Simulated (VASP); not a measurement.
# ZnCd2Te2 in VASP: notebook

ZnCd2Te2 is run at these levels: PBE; tasks: single point.

Everything below comes from runs of VASP 6.6.1. Logs are shortened: lines on timing, memory, paths and dates and some standing lists are left out, and cuts for length are marked.

### Step 1. The cell of the first run

The cell holds a slab with vacuum, 5 atoms: a = 4.679 Å, b = 4.679 Å, c = 20.081 Å, α = 90.00°, β = 90.00°, γ = 120.00°.

### Step 2. Single point, PBE

INCAR

```
SYSTEM = ZnCd2Te2
PREC = Accurate
ENCUT = 520
EDIFF = 1E-6
ISMEAR = 0
SIGMA = 0.05
LREAL = .False.
LASPH = .True.
NELM = 60
ALGO = Normal
ISIF = 2
LWAVE = .False.
LCHARG = .True.
LDIPOL = .True.
IDIPOL = 3
DIPOL = 0.5 0.5 0.368
GGA = PE
LELF = .True.
LVHAR = .True.
LVACPOTAV = .True.
NBANDS = 32
```

KPOINTS

```
regular mesh
0
Gamma
  6 6 1
  0 0 0
```

POSCAR

```
ZnCd2Te2
1.0
    4.6794578583      0.0000000000      0.0000000000
   -2.3397289292      4.0525293813      0.0000000000
    0.0000000000      0.0000000000     20.0807280860
Te Cd Zn
2 2 1
Direct
    0.0000000000      0.0000000000      0.1991959646
    0.3333333334      0.6666666667      0.4037116126
    0.3333333334      0.6666666667      0.2467634796
    0.6666666667      0.3333333333      0.4273116019
    0.8888888889      0.7777777778      0.5627708981
```

Potentials or basis: VASP PAW PBE potentials, release 64 (Te, Cd, Zn).

Started as:

```
$ cat potpaw_PBE.64/Te/POTCAR potpaw_PBE.64/Cd/POTCAR potpaw_PBE.64/Zn/POTCAR > POTCAR
$ mpirun -np 1 vasp_std > vasp.out
```

OUTCAR:

```text
SYSTEM = ZnCd2Te2
   PREC = Accurate
   ENCUT = 520
   EDIFF = 1E-6
   ISMEAR = 0
   LREAL = .False.
   LASPH = .True.
   NELM = 60
   ISIF = 2
   GGA = PE

 ion  position               nearest neighbor table
   1  0.000  0.000  0.199-   3 2.87   3 2.87   3 2.87
   2  0.333  0.667  0.404-   4 2.74   4 2.74   4 2.74   3 3.15
   3  0.333  0.667  0.247-   1 2.87   1 2.87   1 2.87   2 3.15
   4  0.667  0.333  0.427-   2 2.74   2 2.74   2 2.74   5 3.26
   5  0.889  0.778  0.563-   4 3.26

  LATTYP: Found a hexagonal cell.
 ALAT       =     4.6794578583
 C/A-ratio  =     4.2912509727

  Lattice vectors:

 A1 = (   4.6794578583,   0.0000000000,   0.0000000000)
 A2 = (  -2.3397289292,   4.0525293813,   0.0000000000)
 A3 = (   0.0000000000,   0.0000000000,  20.0807280860)

Analysis of symmetry for initial positions (statically):
=====================================================================
 Subroutine PRICEL returns:
 Original cell was already a primitive cell.

 Routine SETGRP: Setting up the symmetry group for a
 hexagonal supercell.

 Subroutine GETGRP returns: Found  2 space group operations
 (whereof  2 operations were pure point group operations)
 out of a pool of 24 trial point group operations.

The static configuration has the point symmetry C_1h.

Analysis of symmetry for dynamics (positions and initial velocities):
=====================================================================
 Subroutine PRICEL returns:
 Original cell was already a primitive cell.

 Routine SETGRP: Setting up the symmetry group for a
 hexagonal supercell.

 Subroutine GETGRP returns: Found  2 space group operations
 (whereof  2 operations were pure point group operations)
 out of a pool of 24 trial point group operations.

The dynamic configuration has the point symmetry C_1h.

 Subroutine INISYM returns: Found  2 space group operations
 (whereof  2 operations are pure point group operations),
 and found     1 'primitive' translations

----------------------------------------------------------------------------------------

                                     Primitive cell

  volume of cell :     380.8037

  direct lattice vectors                    reciprocal lattice vectors
     4.679457858  0.000000000  0.000000000     0.213699969  0.123379735  0.000000000
    -2.339728929  4.052529381  0.000000000     0.000000000  0.246759469  0.000000000
     0.000000000  0.000000000 20.080728086     0.000000000  0.000000000  0.049798991

  length of vectors
     4.679457858  4.679457858 20.080728086     0.246759469  0.246759469  0.049798991

  position of ions in fractional coordinates (direct lattice)
     0.000000000  0.000000000  0.199195965
     0.333333333  0.666666667  0.403711613
     0.333333333  0.666666667  0.246763480
     0.666666667  0.333333333  0.427311602
     0.888888889  0.777777778  0.562770898

  ion indices of the primitive-cell ions
   primitive index   ion index
                 1           1
                 2           2
                 3           3
                 4           4
                 5           5

----------------------------------------------------------------------------------------

 KPOINTS: regular mesh

Automatic generation of k-mesh.
 Grid dimensions read from file:
 generate k-points for:    6    6    1

 Generating k-lattice:

  Cartesian coordinates                     Fractional coordinates (reciprocal lattice)
     0.035616662  0.020563289  0.000000000     0.166666667  0.000000000  0.000000000
     0.000000000  0.041126578  0.000000000     0.000000000  0.166666667  0.000000000
     0.000000000  0.000000000  0.049798991     0.000000000  0.000000000  1.000000000

  Length of vectors
     0.041126578  0.041126578  0.049798991

  Shift w.r.t. Gamma in fractional coordinates (k-lattice)
     0.000000000  0.000000000  0.000000000

 Subroutine IBZKPT returns following result:
 ===========================================

 Found     13 irreducible k-points:

 Following reciprocal coordinates:
            Coordinates               Weight
  0.000000  0.000000  0.000000      1.000000
  0.166667  0.000000  0.000000      4.000000
  0.000000  0.166667  0.000000      2.000000
  0.333333  0.000000  0.000000      4.000000
  0.000000  0.333333  0.000000      2.000000
  0.500000  0.000000  0.000000      2.000000
  0.000000  0.500000  0.000000      1.000000
  0.166667  0.166667  0.000000      4.000000
 -0.333333  0.166667  0.000000      2.000000
  0.333333  0.166667  0.000000      4.000000
 -0.166667  0.500000  0.000000      4.000000
  0.500000  0.333333  0.000000      4.000000
  0.333333  0.333333  0.000000      2.000000
   k-points           NKPTS =     13   k-points in BZ     NKDIM =     13   number of bands    NBANDS=     32
   number of dos      NEDOS =    301   number of ions     NIONS =      5
   total plane-waves  NPLWV = 194400
   dimension x,y,z NGX =    36 NGY =   36 NGZ =  150
   dimension x,y,z NGXF=    72 NGYF=   72 NGZF=  300
   ions per type =               2   2   1
   NGX,Y,Z   is equivalent  to a cutoff of  12.79, 12.79, 12.42 a.u.
   NGXF,Y,Z  is equivalent  to a cutoff of  25.58, 25.58, 24.84 a.u.
 SYSTEM =  ZnCd2Te2
   PREC   = accura    normal or accurate (medium, high low for compatibility)
   ISTART =      0    job   : 0-new  1-cont  2-samecut
   ICHARG =      2    charge: 1-file 2-atom 10-const
   ISPIN  =      1    spin polarized calculation?
   LNONCOLLINEAR =      F non collinear calculations
   LSORBIT =      F    spin-orbit coupling
   LASPH  =      T    aspherical Exc in radial PAW
   ENCUT  =  520.0 eV  38.22 Ry    6.18 a.u.   8.70  8.70 37.34*2*pi/ulx,y,z
   NELM   =     60;   NELMIN=  2; NELMDL= -5     # of ELM steps
   EDIFF  = 0.1E-05   stopping-criterion for ELM
   LREAL  =      F    real-space projection
   EDIFFG = 0.1E-04   stopping-criterion for IOM
   NSW    =      0    number of steps for IOM
   IBRION =     -1    ionic relax: 0-MD 1-quasi-New 2-CG
   NFREE  =      0    steps in history (QN), initial steepest desc. (CG)
   ISIF   =      2    stress and relaxation
   ISYM   =      2    0-nonsym 1-usesym 2-fastsym
   POTIM  = 0.5000    time-step for ionic-motion
   TEBEG  =    0.0;   TEEND  =   0.0 temperature during run
   PSTRESS=    0.0 pullay stress
   NELECT =      48.0000    total number of electrons
   NUPDOWN=      -1.0000    fix difference up-down
   EMIN   =  10.00;   EMAX   =-10.00  energy-range for DOS
   EFERMI =   0.00;   METHOD = LEGACY
   ISMEAR =     0;   SIGMA  =   0.05  broadening in eV -4-tet -1-fermi 0-gaus
   EFERMI_NEDOS =   21; number of points for ismear=-14 and -15
   IALGO  =     38    algorithm
   IMIX   =      4    mixing-type and parameters
     AMIX     =   0.40;   BMIX     =  1.00
     AMIX_MAG =   1.60;   BMIX_MAG =  1.00
  volume/ion in A,a.u.               =      76.16       513.96
  Fermi-wavevector in a.u.,A,eV,Ry     =   0.820833  1.551150  9.167156  0.673767
  Thomas-Fermi vector in A             =   1.931885
   LORBIT       =      0    0 simple, 1 ext, 2 COOP (PROOUT), +10 PAW based schemes
   GGA     = PE    functional components
   LHFCALC =     F    Hartree Fock is set to
   AEXX    =    0.0000 exact exchange contribution
   IVDW    =     0    specifies the selected vdW correction
   LEPSILON=     F    determine dielectric tensor
   LRPA    =     F    only Hartree local field effects (RPA)
 non-spin polarized calculation
 Gauss-broadening in eV      SIGMA  =   0.05
  energy-cutoff  :      520.00
  volume of cell :      380.80
 maximum number of plane-waves:     10277
   NGX = 17   NGY = 17   NGZ = 75

 number of electron      47.9999997 magnetization

 dipolmoment           0.000000      0.000000     -0.229037 electrons x Angstroem

 Free energy of the ion-electron system (eV)
  ---------------------------------------------------
  ext. energy  EPLUGINS =         0.00000000
  ---------------------------------------------------
  free energy    TOTEN  =        -8.85313807 eV

  energy without entropy =       -8.85157089  energy(sigma->0) =       -8.85235448

 E-fermi :  -1.5320     XC(G=0):  -4.5061

 val. band max:       -1.5321008753   @ k =   0.0000   0.0000   0.0000
 cond. band min:      -1.5318482478   @ k =   0.0000   0.0000   0.0000
 fundamental gap:      0.0002526275
 Fermi energy:        -1.5319745618

 k-point     1 :       0.0000    0.0000    0.0000
  band No.  band energies     occupation
      1     -13.8188      2.00000
      2     -11.7133      2.00000
      3     -11.2986      2.00000
      4     -11.2961      2.00000
      5     -11.0052      2.00000
      6     -10.9956      2.00000
[... 24 lines left out ...]
     31       2.7759      0.00000
     32       2.9819      0.00000

 k-point     2 :       0.1667    0.0000    0.0000
  band No.  band energies     occupation
      1     -13.7446      2.00000
      2     -11.6573      2.00000
      3     -11.2655      2.00000
      4     -11.2590      2.00000
      5     -11.0139      2.00000
      6     -11.0021      2.00000
[... 24 lines left out ...]
     31       2.4624      0.00000
     32       2.9706      0.00000

 k-point     3 :       0.0000    0.1667    0.0000
  band No.  band energies     occupation
      1     -13.7445      2.00000
      2     -11.6573      2.00000
      3     -11.2630      2.00000
      4     -11.2613      2.00000
      5     -11.0197      2.00000
      6     -10.9968      2.00000
[... 24 lines left out ...]
     31       2.6181      0.00000
     32       2.9569      0.00000

 k-point     4 :       0.3333    0.0000    0.0000
  band No.  band energies     occupation
      1     -13.5970      2.00000
      2     -11.5495      2.00000
      3     -11.1986      2.00000
      4     -11.1603      2.00000
      5     -11.0347      2.00000
      6     -11.0034      2.00000
[... 24 lines left out ...]
     31       2.8525      0.00000
     32       3.3560      0.00000

 k-point     5 :       0.0000    0.3333    0.0000
  band No.  band energies     occupation
      1     -13.5965      2.00000
      2     -11.5495      2.00000
      3     -11.1954      2.00000
      4     -11.1597      2.00000
      5     -11.0441      2.00000
      6     -10.9979      2.00000
[... 24 lines left out ...]
     31       2.8903      0.00000
     32       3.2591      0.00000

 k-point     6 :       0.5000    0.0000    0.0000
  band No.  band energies     occupation
      1     -13.5245      2.00000
      2     -11.4985      2.00000
      3     -11.1653      2.00000
      4     -11.1104      2.00000
      5     -11.0365      2.00000
      6     -11.0020      2.00000
[... 24 lines left out ...]
     31       2.8499      0.00000
     32       3.8128      0.00000

 k-point     7 :       0.0000    0.5000    0.0000
  band No.  band energies     occupation
      1     -13.5239      2.00000
      2     -11.4985      2.00000
      3     -11.1613      2.00000
      4     -11.1056      2.00000
      5     -11.0487      2.00000
      6     -10.9973      2.00000
[... 24 lines left out ...]
     31       2.4940      0.00000
     32       4.0449      0.00000

 k-point     8 :       0.1667    0.1667    0.0000
  band No.  band energies     occupation
      1     -13.6335      2.00000
      2     -11.5759      2.00000
      3     -11.2245      2.00000
      4     -11.1788      2.00000
      5     -11.0347      2.00000
      6     -11.0016      2.00000
[... 24 lines left out ...]
     31       2.7259      0.00000
     32       3.1082      0.00000

 k-point     9 :      -0.3333    0.1667    0.0000
  band No.  band energies     occupation
      1     -13.6338      2.00000
      2     -11.5759      2.00000
      3     -11.2252      2.00000
      4     -11.1810      2.00000
      5     -11.0285      2.00000
      6     -11.0057      2.00000
[... 24 lines left out ...]
     31       2.6833      0.00000
     32       3.1319      0.00000

 k-point    10 :       0.3333    0.1667    0.0000
  band No.  band energies     occupation
      1     -13.5247      2.00000
      2     -11.4989      2.00000
      3     -11.1714      2.00000
      4     -11.1103      2.00000
      5     -11.0412      2.00000
      6     -11.0077      2.00000
[... 24 lines left out ...]
     31       3.0675      0.00000
     32       3.5440      0.00000

 k-point    11 :      -0.1667    0.5000    0.0000
  band No.  band energies     occupation
      1     -13.5244      2.00000
      2     -11.4989      2.00000
      3     -11.1689      2.00000
      4     -11.1085      2.00000
      5     -11.0487      2.00000
      6     -11.0041      2.00000
[... 24 lines left out ...]
     31       3.0773      0.00000
     32       3.5243      0.00000

 k-point    12 :       0.5000    0.3333    0.0000
  band No.  band energies     occupation
      1     -13.5248      2.00000
      2     -11.4989      2.00000
      3     -11.1702      2.00000
      4     -11.1149      2.00000
      5     -11.0396      2.00000
      6     -11.0073      2.00000
[... 24 lines left out ...]
     31       3.2415      0.00000
     32       3.5033      0.00000

 k-point    13 :       0.3333    0.3333    0.0000
  band No.  band energies     occupation
      1     -13.4895      2.00000
      2     -11.4747      2.00000
      3     -11.1472      2.00000
      4     -11.1038      2.00000
      5     -11.0436      2.00000
      6     -11.0165      2.00000
[... 24 lines left out ...]
     31       3.5106      0.00000
     32       3.8616      0.00000

------------------------ aborting loop because EDIFF is reached ----------------------------------------

  FORCE on cell =-STRESS in cart. coord.  units (eV):
  Direction    XX          YY          ZZ          XY          YZ          ZX
  --------------------------------------------------------------------------------------
  -------------------------------------------------------------------------------------
  Total        0.6764673      0.1230255     -0.3642672     -0.0000000     -0.1406208      0.0000000
  in kB        2.8461396      0.5176123     -1.5326022     -0.0000000     -0.5916419      0.0000000
  external PRESSURE =       0.6103832 kB  Pullay stress =       0.0000000 kB

 VOLUME and BASIS-vectors are now :
 -----------------------------------------------------------------------------
  energy-cutoff  :      520.00
  volume of cell :      380.80
      direct lattice vectors                 reciprocal lattice vectors
     4.679457858  0.000000000  0.000000000     0.213699969  0.123379735  0.000000000
    -2.339728929  4.052529381  0.000000000     0.000000000  0.246759469  0.000000000
     0.000000000  0.000000000 20.080728086     0.000000000  0.000000000  0.049798991

 POSITION                                       TOTAL-FORCE (eV/Angst)
 -----------------------------------------------------------------------------------
      0.00000      0.00000      4.00000        -0.000000      0.007081      0.428436
      0.00000      2.70169      8.10682        -0.000000      0.000011     -0.236145
      0.00000      2.70169      4.95519         0.000000     -0.001520     -0.401377
      2.33973      1.35084      8.58073        -0.000000      0.036393      0.196800
      2.33973      3.15197     11.30085         0.000000     -0.041966      0.012286
 -----------------------------------------------------------------------------------
    total drift:                                0.000000      0.000112      0.002672

  FREE ENERGIE OF THE ION-ELECTRON SYSTEM (eV)
  ---------------------------------------------------
  free  energy   TOTEN  =        -8.8531380711 eV

  energy  without entropy=       -8.8515708878  energy(sigma->0) =       -8.85235448

 vacuum level on the upper side and lower side of the slab         2.002         4.187
```

It took 2.4 min on 1 thread of Intel Xeon 6975P-C (Granite Rapids), shared host; peak memory 0.56 GiB.

Results:

```
Free energy            : -8.8531 eV
Largest force          : 0.428 eV/Å
Band gap on the k mesh : zero (filled and empty bands touch)
```

Forces in eV/Å, atoms in the order of the input:
```
Te   0.000  0.007  0.428
Te   0.000  0.000 -0.236
Cd   0.000 -0.002 -0.401
Cd   0.000  0.036  0.197
Zn   0.000 -0.042  0.012
```

Levels at points of the mesh, in eV from the Fermi level:
```csv
k point,band 20,band 21,band 22,band 23,band 24,band 25,band 26,band 27,band 28,band 29
"(0.00, 0.00, 0.00)",-1.86,-1.85,-1.24,-0.29,0.00,0.00,1.46,2.09,3.34,3.51
"(0.50, 0.00, 0.00)",-3.03,-2.40,-2.35,-0.88,-0.74,0.52,1.41,1.74,2.54,3.49
"(0.00, 0.50, 0.00)",-2.96,-2.92,-1.80,-0.88,-0.75,0.20,1.08,2.37,2.80,3.44
```

Caveat: spin-orbit coupling is left out, which moves the levels of the heavy elements.

[end of part 1 of 2]
